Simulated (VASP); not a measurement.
Here is a VASP 6.6.1 calculation.

File INCAR:

```
SYSTEM = Si
ALGO = Normal
EDIFF = 1E-7
ENCUT = 520
GGA = PE
ISIF = 2
ISMEAR = 0
LASPH = .TRUE.
LCHARG = .FALSE.
LREAL = .FALSE.
LWAVE = .FALSE.
NBANDS = 11
NELM = 80
PREC = Accurate
SIGMA = 0.01
```

Contents of KPOINTS:

```
k-points
0
G
  6 6 6
  0 0 0
```

Contents of POSCAR:

```
Si
1.0
    0.0000000000      2.7354491137      2.7354491137
    2.7354491137      0.0000000000      2.7354491137
    2.7354491137      2.7354491137      0.0000000000
Si
2
Direct
    0.7500000000      0.7500000000      0.7500000000
    0.5000000000      0.5000000000      0.5000000000
```

Potentials or basis: VASP PAW PBE potentials, release 64 (Si).

Launch:

```console
$ cat potpaw_PBE.64/Si/POTCAR > POTCAR
$ mpirun -np 1 vasp_std > vasp.out
```

**Question.** Predict the band gap on the k mesh.

**Answer.** 0.75 eV, indirect (least direct gap 2.55 eV).

**Question.** Predict the pressure.

**Answer.** -0.1 GPa.

A k mesh can miss the band edges. As with any semilocal functional, this PBE gap is likely too small.
